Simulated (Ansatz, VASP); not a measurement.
## One calculation of C, two programs

```
CELL_PARAMETERS angstrom
2.49943 0.00000 0.00000
-1.24971 2.16457 0.00000
0.00000 0.00000 4.22300
ATOMIC_POSITIONS crystal
C 0.33333 0.66667 0.99974
C 0.66667 0.33333 0.49974
C 0.33333 0.66667 0.37426
C 0.66667 0.33333 0.87426
```

Change from the starting cell: strained cell.

Alike in both runs: functional PBEsol; k mesh 9 × 9 × 6; occupations gaussian, width 0.02 eV; no spin polarisation.

Ansatz relaxed the structure, and its values are those at the end. VASP's run is a single point on that final structure, the one shown.

```csv
,VASP,Ansatz
version,VASP 6.6.1,Ansatz 0.2.0
potentials or method,"VASP PAW PBE potentials, release 64 (C_h), cutoff 1300 eV","scalar-relativistic, plane waves, PAW"
valence electrons in the cell,16,16
```

```tsv
	VASP	Ansatz	Ansatz less VASP
gap on the k mesh at the Fermi level (eV)	3.10	3.11	+0.015
least direct gap on the mesh (eV)	4.87	4.86	-0.002
pressure (GPa)	-6.5	-6.7	-0.17
```

VASP's potentials were made for PBE, not for PBEsol, and Ansatz warns of the same on its side. Ansatz's warnings: stress scf threshold loose.
